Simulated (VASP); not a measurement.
Write the native input for VASP 6.6.1 that does the following.

```
Task                   : single point
Functional             : PBE
Potentials or basis    : VASP PAW PBE potentials, release 64 (Ti_sv, Al)
Cutoff                 : 520 eV
k mesh                 : 11 × 11 × 6
Occupations            : fermi-dirac, width 0.05 eV
Spin                   : no spin polarisation
Dipole correction      : no
Further INCAR settings : ALGO = Normal; EDIFF = 1e-06; NBANDS = 14
```

The structure of TiAl lies in POSCAR:

```
TiAl
1.0
    2.9234973377      0.0000000000      0.0000000000
   -1.4617486688      2.5318229623      0.0000000000
    0.0000000000      0.0000000000      4.7698334112
Ti Al
1 1
Direct
    0.0000000000      0.0000000000      0.0000000000
    0.3333333333      0.6666666667      0.5000000000
```

This cell differs from its parent crystal: volume scaled by 1.06.

One way to write it, as run:

INCAR

```
ALGO     = Normal         # electronic algorithm
EDIFF    = 1E-6           # SCF threshold, eV
ENCUT    = 520            # plane-wave cutoff, eV
GGA      = PE             # functional
ISIF     = 2              # what is computed and relaxed
ISMEAR   = -1             # smearing method
LASPH    = True           # aspherical terms in the spheres
LCHARG   = True           # write CHGCAR
LELF     = True           # ELF
LREAL    = False          # projectors in reciprocal space
LVHAR    = True         
LWAVE    = False          # write WAVECAR
NBANDS   = 14             # bands
NELM     = 100            # most SCF steps
PREC     = Accurate       # precision mode
SIGMA    = 0.05           # smearing width, eV
```

KPOINTS

```
k-points
0
Gamma
  11 11 6
```

Potentials or basis: VASP PAW PBE potentials, release 64 (Ti_sv, Al).

Run with:

```bash
$ cat potpaw_PBE.64/Ti_sv/POTCAR potpaw_PBE.64/Al/POTCAR > POTCAR
$ mpirun -np 1 vasp_std > vasp.out
```

It gave:

The pressure is -5.3 GPa.

Run time: 29 s on 1 thread of Intel(R) Xeon(R) Platinum 8488C (Sapphire Rapids) (shared host), peak memory 0.17 GiB.
